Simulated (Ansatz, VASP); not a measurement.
**CsI: VASP beside Ansatz**

Contents of INCAR:

```
ALGO = Normal ; EDIFF = 1E-7
EDIFFG = -0.01 ; ENCUT = 500
GGA = RP ; GGA_COMPAT = F
IBRION = 2 ; ISIF = 3
ISMEAR = -1 ; LASPH = T
LCHARG = F ; LREAL = F
LWAVE = F ; NELM = 120
NELMIN = 4 ; NSW = 80
PREC = Accurate ; SIGMA = 0.05
```

The input KPOINTS:

```
k-points
0
Gamma
  6 6 6
```

File POSCAR:

```
CsI
1.0
    4.5667000000      0.0000000000      0.0000000000
    0.0000000000      4.5667000000      0.0000000000
    0.0000000000      0.0000000000      4.5667000000
Cs I
1 1
Direct
    0.0000000000      0.0000000000      0.0000000000
    0.5000000000      0.5000000000      0.5000000000
```

Input for Ansatz:

```yaml
crystal:
  lattice:
    - [4.5667, 0.0, 0.0]
    - [0.0, 4.5667, 0.0]
    - [0.0, 0.0, 4.5667]
  atoms:
    - { symbol: Cs, position: [0.0, 0.0, 0.0] }
    - { symbol: I, position: [0.5, 0.5, 0.5] }
kpoints:
  mp_grid:
    grid: [6, 6, 6]
hamiltonian:
  xc: rpbe
  dispersion: none
scf:
  occupations:
    method: fermi_dirac
    width: 0.05
relax:
  cell: {}
```

Alike in both runs: task relaxation of cell and atoms; functional RPBE; k mesh 6 × 6 × 6; occupations fermi-dirac, width 0.05 eV; no spin polarisation.

|  | VASP | Ansatz |
| --- | --- | --- |
| version | VASP 6.6.1 | Ansatz 0.2.0 |
| potentials or method | VASP PAW PBE potentials, release 64 (Cs_sv, I) | plane waves, PAW |
| plane-wave cutoff (eV) | 500 | 420 |
| valence electrons in the cell | 16 | 26 |

```tsv
	VASP	Ansatz	Ansatz less VASP
relaxed volume (Å³/atom)	57.61	57.61	-0.004
relaxed cell length with the largest relative difference (Å)	4.866	4.866	-0.0001
```

VASP's potentials were made for PBE, not for RPBE. VASP's potentials hold 16 valence electrons a cell and Ansatz's 26, so a difference there can come from the potentials and not from the codes.

Neither program's run includes spin-orbit coupling. Noted on VASP's run: the volume moved by over 15 % at a fixed basis, so the end points are rough.
